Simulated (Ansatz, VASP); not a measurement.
## Si: VASP beside Ansatz

Contents of INCAR:

```
  PREC = Accurate
  ENCUT = 520
  EDIFF = 1E-7
  ISMEAR = -1
  SIGMA = 0.1
  LREAL = F
  LASPH = T
  NELM = 60
  ALGO = Normal
  ISIF = 2
  LWAVE = F
  LCHARG = F
  NBANDS = 11
```

KPOINTS

```
regular mesh
0
Gamma
  15 15 11
```

POSCAR

```
Si
1.0
   -2.4074209753      2.4085711588      1.3291120457
    2.4085711588     -2.4074209753      1.3291120457
    2.4080219781      2.4080219781     -1.3270054825
Si
2
Direct
    0.0000145753      0.9999854247      0.0000000000
    0.7499854247      0.2500145753      0.5000000000
```

Input for Ansatz:

```yaml
crystal:
  lattice:
    - [-2.4074209753, 2.4085711588, 1.3291120457]
    - [2.4085711588, -2.4074209753, 1.3291120457]
    - [2.4080219781, 2.4080219781, -1.3270054825]
  atoms:
    - { symbol: Si, position: [1.45753e-05, 0.9999854247, 0.0] }
    - { symbol: Si, position: [0.7499854247, 0.2500145753, 0.5] }
hamiltonian:
  xc: lda
  pseudopotentials:
    kind: paw
    azcp:
      Si: "pseudopotentials/Si.paw.azcp"
basis:
  ecutwfc: 420
  fft_grid_basis: typed
kpoints:
  mp_grid: { grid: [15, 15, 11], shift: [0, 0, 0] }
magnetization:
  spin_polarized: false
scf:
  occupations: { method: fermi_dirac, width: 0.1 }
  lower_state_search: "off"
output:
  stress: true
```

Alike in both runs: task single point; functional LDA; k mesh 15 × 15 × 11; occupations fermi-dirac, width 0.1 eV; no spin polarisation.

|  | VASP | Ansatz |
| --- | --- | --- |
| version | VASP 6.6.1 | Ansatz 0.2.0 |
| potentials or method | VASP PAW LDA potentials, release 64 (Si), cutoff 520 eV | plane waves (420 eV) with PAW, scalar-relativistic |
| valence electrons in the cell | 8 | 8 |

VASP gave:

| Quantity | Value |
| --- | --- |
| pressure (GPa) | -4.1 |
| traceless stress, the component that is largest in VASP (GPa) | 0.56 |

What did Ansatz give for the same quantities?

Pressure (GPa): -4.2; traceless stress, the component that is largest in VASP (GPa): 0.56.

Ansatz warns that its potentials were made for another functional, while VASP's fit it. LDA's correlation is that of Perdew and Zunger in VASP and of Perdew and Wang (1992) in Ansatz.
